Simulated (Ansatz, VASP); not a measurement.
# Cu: VASP beside Ansatz

The input INCAR:

```
PREC     = Accurate       # precision mode
ENCUT    = 600            # plane-wave cutoff, eV
EDIFF    = 1E-7           # SCF threshold, eV
ISMEAR   = 0              # smearing method
SIGMA    = 0.1            # smearing width, eV
LREAL    = False          # projectors in reciprocal space
LASPH    = True           # aspherical terms in the spheres
NELM     = 100            # most SCF steps
ALGO     = Normal         # electronic algorithm
ISIF     = 3              # what is computed and relaxed
LWAVE    = False          # write WAVECAR
LCHARG   = False          # write CHGCAR
GGA      = PE             # functional
IBRION   = 2              # ionic algorithm
NSW      = 100            # ionic steps
EDIFFG   = -0.002         # ionic threshold
```

The input KPOINTS:

```
Automatic mesh
0
Gamma
  20 20 20
```

POSCAR

```
Cu
1.0
    0.0000000000      1.8250000000      1.8250000000
    1.8250000000      0.0000000000      1.8250000000
    1.8250000000      1.8250000000      0.0000000000
Cu
1
Direct
    0.0000000000      0.0000000000      0.0000000000
```

Input for Ansatz:

```yaml
crystal:
  lattice:
    - [0.0, 1.825, 1.825]
    - [1.825, 0.0, 1.825]
    - [1.825, 1.825, 0.0]
  atoms:
    - { symbol: Cu, position: [0.0, 0.0, 0.0] }
basis:
  ecutwfc: 420
kpoints:
  mp_grid: { grid: [20, 20, 20] }
hamiltonian:
  xc: pbe
  pseudopotentials: { kind: paw, azcp: { folder: soft_1 } }
scf:
  occupations: { method: gaussian, width: 0.1 }
output:
  forces: true
  stress: true
  eigenvalues: true
  write_density: true
  write_potential: true
  elf: true
  volumetric_format: npy
relax:
  adjacent_minimum: "off"
  f_tol: 0.002
  max_steps: 80
  cell: { stress_tol: 0.02 }
```

Alike in both runs: task relaxation of cell and atoms; functional PBE; k mesh 20 × 20 × 20; occupations gaussian, width 0.1 eV; no spin polarisation.

|  | VASP | Ansatz |
| --- | --- | --- |
| version | VASP 6.6.1 | Ansatz 0.2.0 |
| potentials or method | VASP PAW PBE potentials, release 64 (Cu), cutoff 600 eV | scalar-relativistic, plane waves, PAW |
| valence electrons in the cell | 11 | 19 |

```csv
,VASP,Ansatz,Ansatz less VASP
"gap on the k mesh at the Fermi level, each at its own relaxed structure (eV)",none,none,-
relaxed volume (Å³/atom),12.01,11.95,-0.059
relaxed cell length with the largest relative difference (Å),2.570,2.566,-0.0042
```

A gap of «none» marks a metal or a gap that the smearing closes. VASP's potentials hold 11 valence electrons a cell and Ansatz's 19, so a difference there can come from the potentials and not from the codes.
